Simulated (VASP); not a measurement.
# SrO (I4/mmm) in VASP: settings compared

SrO is run at these levels: PBE, r2SCAN; tasks: single point.

Program: VASP 6.6.1. These are calculated values, not measurements. Logs are shortened: lines on timing, memory, paths and dates and some standing lists are left out, and cuts for length are marked.

**1. The cell of the first run**

Symmetry: I4/mmm, No. 139, tetragonal system. Conventional cell: a = 3.739 Å, b = 3.739 Å, c = 5.096 Å, α = 90.00°, β = 90.00°, γ = 90.00°. Within 3.4 Å of Sr (site symmetry 4/mmm) lie 6 O at 2.55 to 2.64 Å. O (site symmetry 4/mmm) has 6 Sr at 2.55 to 2.64 Å within 3.4 Å.

**2. Single point, PBE (epitaxial xy strain +2.5%)**

File INCAR:

```
SYSTEM = SrO
PREC = Accurate
ENCUT = 520
EDIFF = 1E-7
ISMEAR = -1
SIGMA = 0.02
LREAL = .False.
LASPH = .True.
NELM = 100
ALGO = Normal
ISIF = 2
LWAVE = .False.
LCHARG = .True.
GGA = PE
LELF = .True.
LVHAR = .True.
NBANDS = 15
```

File KPOINTS:

```
Automatic mesh
0
Gamma
  8 8 8
  0 0 0
```

File POSCAR:

```
SrO
1.0
    0.0000000000      2.6441316455      2.5479726633
    2.6441316455      0.0000000000      2.5479726633
    2.6441316455      2.6441316455      0.0000000000
Sr O
1 1
Direct
    0.0000000000      0.0000000000      0.0000000000
    0.5000000000      0.5000000000      0.5000000000
```

Potentials or basis: VASP PAW PBE potentials, release 64 (Sr_sv, O).

On the command line:

```console
$ cat potpaw_PBE.64/Sr_sv/POTCAR potpaw_PBE.64/O/POTCAR > POTCAR
$ mpirun -np 1 vasp_std > vasp.out
```

OUTCAR:

```text
SYSTEM = SrO
   PREC = Accurate
   ENCUT = 520
   EDIFF = 1E-7
   ISMEAR = -1
   LREAL = .False.
   LASPH = .True.
   NELM = 100
   ISIF = 2
   GGA = PE

 ion  position               nearest neighbor table
   1  0.000  0.000  0.000-   2 2.55   2 2.55   2 2.64   2 2.64   2 2.64   2 2.64
   2  0.500  0.500  0.500-   1 2.55   1 2.55   1 2.64   1 2.64   1 2.64   1 2.64

  LATTYP: Found a body centered tetragonal cell.
 ALAT       =     3.7393668338
 C/A-ratio  =     1.3627829398

  Lattice vectors:

 A1 = (   0.0000000000,  -2.6441316455,  -2.5479726633)
 A2 = (   0.0000000000,   2.6441316455,  -2.5479726633)
 A3 = (   2.6441316455,   0.0000000000,   2.5479726633)

Analysis of symmetry for initial positions (statically):
=====================================================================
 Subroutine PRICEL returns:
 Original cell was already a primitive cell.

 Routine SETGRP: Setting up the symmetry group for a
 body centered tetragonal supercell.

 Subroutine GETGRP returns: Found 16 space group operations
 (whereof 16 operations were pure point group operations)
 out of a pool of 16 trial point group operations.

The static configuration has the point symmetry D_4h.

Analysis of symmetry for dynamics (positions and initial velocities):
=====================================================================
 Subroutine PRICEL returns:
 Original cell was already a primitive cell.

 Routine SETGRP: Setting up the symmetry group for a
 body centered tetragonal supercell.

 Subroutine GETGRP returns: Found 16 space group operations
 (whereof 16 operations were pure point group operations)
 out of a pool of 16 trial point group operations.

The dynamic configuration has the point symmetry D_4h.

 Subroutine INISYM returns: Found 16 space group operations
 (whereof 16 operations are pure point group operations),
 and found     1 'primitive' translations

----------------------------------------------------------------------------------------

                                     Primitive cell

  volume of cell :      35.6280

  direct lattice vectors                    reciprocal lattice vectors
     0.000000000  2.644131645  2.547972663    -0.189097998  0.189097998  0.196234444
     2.644131645  0.000000000  2.547972663     0.189097998 -0.189097998  0.196234444
     2.644131645  2.644131645  0.000000000     0.189097998  0.189097998 -0.196234444

  length of vectors
     3.672001750  3.672001750  3.739366834     0.331698753  0.331698753  0.331698753

  position of ions in fractional coordinates (direct lattice)
     0.000000000  0.000000000  0.000000000
     0.500000000  0.500000000  0.500000000

  ion indices of the primitive-cell ions
   primitive index   ion index
                 1           1
                 2           2

----------------------------------------------------------------------------------------

 KPOINTS: Automatic mesh

Automatic generation of k-mesh.
 Grid dimensions read from file:
 generate k-points for:    8    8    8

 Generating k-lattice:

  Cartesian coordinates                     Fractional coordinates (reciprocal lattice)
    -0.023637250  0.023637250  0.024529306     0.125000000  0.000000000  0.000000000
     0.023637250 -0.023637250  0.024529306     0.000000000  0.125000000  0.000000000
     0.023637250  0.023637250 -0.024529306     0.000000000  0.000000000  0.125000000

  Length of vectors
     0.041462344  0.041462344  0.041462344

  Shift w.r.t. Gamma in fractional coordinates (k-lattice)
     0.000000000  0.000000000  0.000000000

 Subroutine IBZKPT returns following result:
 ===========================================

 Found     59 irreducible k-points:

 Following reciprocal coordinates:
            Coordinates               Weight
  0.000000  0.000000  0.000000      1.000000
  0.125000  0.000000  0.000000      8.000000
  0.250000  0.000000  0.000000      8.000000
  0.375000  0.000000  0.000000      8.000000
  0.500000  0.000000  0.000000      4.000000
  0.125000  0.125000  0.000000      2.000000
[... 16 lines left out ...]
  0.250000  0.000000  0.125000     16.000000
  0.375000  0.000000  0.125000     16.000000
 [... further k-points ...]
   k-points           NKPTS =     59   k-points in BZ     NKDIM =     59   number of bands    NBANDS=     15
   number of dos      NEDOS =    301   number of ions     NIONS =      2
   total plane-waves  NPLWV =  21952
   dimension x,y,z NGX =    28 NGY =   28 NGZ =   28
   dimension x,y,z NGXF=    56 NGYF=   56 NGZF=   56
   ions per type =               1   1
   NGX,Y,Z   is equivalent  to a cutoff of  12.68, 12.68, 12.45 a.u.
   NGXF,Y,Z  is equivalent  to a cutoff of  25.35, 25.35, 24.90 a.u.
 SYSTEM =  SrO
   PREC   = accura    normal or accurate (medium, high low for compatibility)
   ISTART =      0    job   : 0-new  1-cont  2-samecut
   ICHARG =      2    charge: 1-file 2-atom 10-const
   ISPIN  =      1    spin polarized calculation?
   LNONCOLLINEAR =      F non collinear calculations
   LSORBIT =      F    spin-orbit coupling
   LASPH  =      T    aspherical Exc in radial PAW
   ENCUT  =  520.0 eV  38.22 Ry    6.18 a.u.   6.83  6.83  6.95*2*pi/ulx,y,z
   NELM   =    100;   NELMIN=  2; NELMDL= -5     # of ELM steps
   EDIFF  = 0.1E-06   stopping-criterion for ELM
   LREAL  =      F    real-space projection
   EDIFFG = 0.1E-05   stopping-criterion for IOM
   NSW    =      0    number of steps for IOM
   IBRION =     -1    ionic relax: 0-MD 1-quasi-New 2-CG
   NFREE  =      0    steps in history (QN), initial steepest desc. (CG)
   ISIF   =      2    stress and relaxation
   ISYM   =      2    0-nonsym 1-usesym 2-fastsym
   POTIM  = 0.5000    time-step for ionic-motion
   TEBEG  =    0.0;   TEEND  =   0.0 temperature during run
   PSTRESS=    0.0 pullay stress
   NELECT =      16.0000    total number of electrons
   NUPDOWN=      -1.0000    fix difference up-down
   EMIN   =  10.00;   EMAX   =-10.00  energy-range for DOS
   EFERMI =   0.00;   METHOD = LEGACY
   ISMEAR =    -1;   SIGMA  =   0.02  broadening in eV -4-tet -1-fermi 0-gaus
   EFERMI_NEDOS =   21; number of points for ismear=-14 and -15
   IALGO  =     38    algorithm
   IMIX   =      4    mixing-type and parameters
     AMIX     =   0.40;   BMIX     =  1.00
     AMIX_MAG =   1.60;   BMIX_MAG =  1.00
  volume/ion in A,a.u.               =      17.81       120.21
  Fermi-wavevector in a.u.,A,eV,Ry     =   1.253674  2.369100 21.384247  1.571698
  Thomas-Fermi vector in A             =   2.387515
   LORBIT       =      0    0 simple, 1 ext, 2 COOP (PROOUT), +10 PAW based schemes
   GGA     = PE    functional components
   LHFCALC =     F    Hartree Fock is set to
   AEXX    =    0.0000 exact exchange contribution
   IVDW    =     0    specifies the selected vdW correction
   LEPSILON=     F    determine dielectric tensor
   LRPA    =     F    only Hartree local field effects (RPA)
 non-spin polarized calculation
  energy-cutoff  :      520.00
  volume of cell :       35.63
 maximum number of plane-waves:       978
   NGX = 13   NGY = 13   NGZ = 13

 number of electron      16.0000004 magnetization

 Free energy of the ion-electron system (eV)
  ---------------------------------------------------
  ext. energy  EPLUGINS =         0.00000000
  ---------------------------------------------------
  free energy    TOTEN  =       -12.04279099 eV

  energy without entropy =      -12.04279099  energy(sigma->0) =      -12.04279099

 E-fermi :   2.0091     XC(G=0):  -9.8035

 val. band max:        1.5297951837   @ k =   0.0000   0.0000   0.0000
 cond. band min:       4.6482909749   @ k =   0.5000   0.5000   0.0000
 fundamental gap:      3.1184957911
 Fermi energy:         2.0090829180

 k-point     1 :       0.0000    0.0000    0.0000
  band No.  band energies     occupation
      1     -31.1053      2.00000
      2     -13.5863      2.00000
      3     -12.7991      2.00000
      4     -12.7991      2.00000
      5     -12.7716      2.00000
      6       1.4090      2.00000
      7       1.4090      2.00000
      8       1.5298      2.00000
      9       5.0751      0.00000
     10       7.4731      0.00000
     11       7.4731      0.00000
     12       7.7344      0.00000
     13       9.3791      0.00000
     14       9.8998      0.00000
     15      13.9383      0.00000

 k-point     2 :       0.1250    0.0000    0.0000
  band No.  band energies     occupation
      1     -31.0891      2.00000
      2     -13.9665      2.00000
      3     -12.8140      2.00000
      4     -12.7920      2.00000
      5     -12.4457      2.00000
      6       1.0011      2.00000
      7       1.2344      2.00000
      8       1.3074      2.00000
      9       5.7531      0.00000
     10       7.3998      0.00000
     11       7.7752      0.00000
     12       7.9376      0.00000
     13       9.7482      0.00000
     14      10.2875      0.00000
     15      14.8838      0.00000

 k-point     3 :       0.2500    0.0000    0.0000
  band No.  band energies     occupation
      1     -31.0496      2.00000
      2     -14.5119      2.00000
      3     -12.8497      2.00000
      4     -12.8101      2.00000
      5     -11.9953      2.00000
      6       0.2150      2.00000
      7       0.8559      2.00000
      8       0.8898      2.00000
      9       7.1662      0.00000
     10       7.4100      0.00000
     11       8.5875      0.00000
     12       8.6793      0.00000
     13      10.6852      0.00000
     14      11.2483      0.00000
     15      16.7163      0.00000
[... 343 lines left out ...]
 k-point    23 :       0.2500    0.0000    0.1250
  band No.  band energies     occupation
      1     -31.0538      2.00000
      2     -14.3186      2.00000
      3     -12.8772      2.00000
      4     -12.8541      2.00000
      5     -12.1850      2.00000
      6       0.2593      2.00000
      7       1.0846      2.00000
      8       1.2258      2.00000
      9       6.6320      0.00000
     10       6.8748      0.00000
     11       8.7839      0.00000
     12       8.9877      0.00000
     13      10.4798      0.00000
     14      10.9705      0.00000
     15      16.7122      0.00000

 k-point    24 :       0.3750    0.0000    0.1250
  band No.  band energies     occupation
      1     -31.0141      2.00000
      2     -14.7064      2.00000
      3     -12.9232      2.00000
      4     -12.8842      2.00000
      5     -11.9126      2.00000
      6      -0.1241      2.00000
      7       0.6539      2.00000
      8       0.8350      2.00000
      9       6.9896      0.00000
     10       8.1560      0.00000
     11       9.6026      0.00000
     12       9.8501      0.00000
     13      11.6032      0.00000
     14      11.9089      0.00000
     15      16.4695      0.00000

 [... further k-points ...]

------------------------ aborting loop because EDIFF is reached ----------------------------------------

  FORCE on cell =-STRESS in cart. coord.  units (eV):
  Direction    XX          YY          ZZ          XY          YZ          ZX
  --------------------------------------------------------------------------------------
  -------------------------------------------------------------------------------------
  Total       -0.4545791     -0.4545791      0.5084238      0.0000000      0.0000000      0.0000000
  in kB      -20.4422718    -20.4422718     22.8636475      0.0000000      0.0000000      0.0000000
  external PRESSURE =      -6.0069654 kB  Pullay stress =       0.0000000 kB

 VOLUME and BASIS-vectors are now :
 -----------------------------------------------------------------------------
  energy-cutoff  :      520.00
  volume of cell :       35.63
      direct lattice vectors                 reciprocal lattice vectors
     0.000000000  2.644131645  2.547972663    -0.189097998  0.189097998  0.196234444
     2.644131645  0.000000000  2.547972663     0.189097998 -0.189097998  0.196234444
     2.644131645  2.644131645  0.000000000     0.189097998  0.189097998 -0.196234444

 POSITION                                       TOTAL-FORCE (eV/Angst)
 -----------------------------------------------------------------------------------
      0.00000      0.00000      0.00000         0.000000     -0.000000      0.000000
      2.64413      2.64413      2.54797        -0.000000      0.000000      0.000000
 -----------------------------------------------------------------------------------
    total drift:                                0.000000      0.000000      0.000000

  FREE ENERGIE OF THE ION-ELECTRON SYSTEM (eV)
  ---------------------------------------------------
  free  energy   TOTEN  =       -12.0427909856 eV

  energy  without entropy=      -12.0427909856  energy(sigma->0) =      -12.04279099
```

It took 35 s on 1 thread of Intel Xeon Platinum 8259CL at 2.50GHz (Skylake/Cascade Lake), shared host; peak memory 0.18 GiB.

What came out:

* Free energy: -12.0428 eV
* Pressure: -0.6 GPa
* Band gap on the k mesh: 3.12 eV (least direct gap 3.36 eV)

Caveat: the cell differs from its parent crystal (epitaxial xy strain +2.5%).

[end of part 1 of 2]
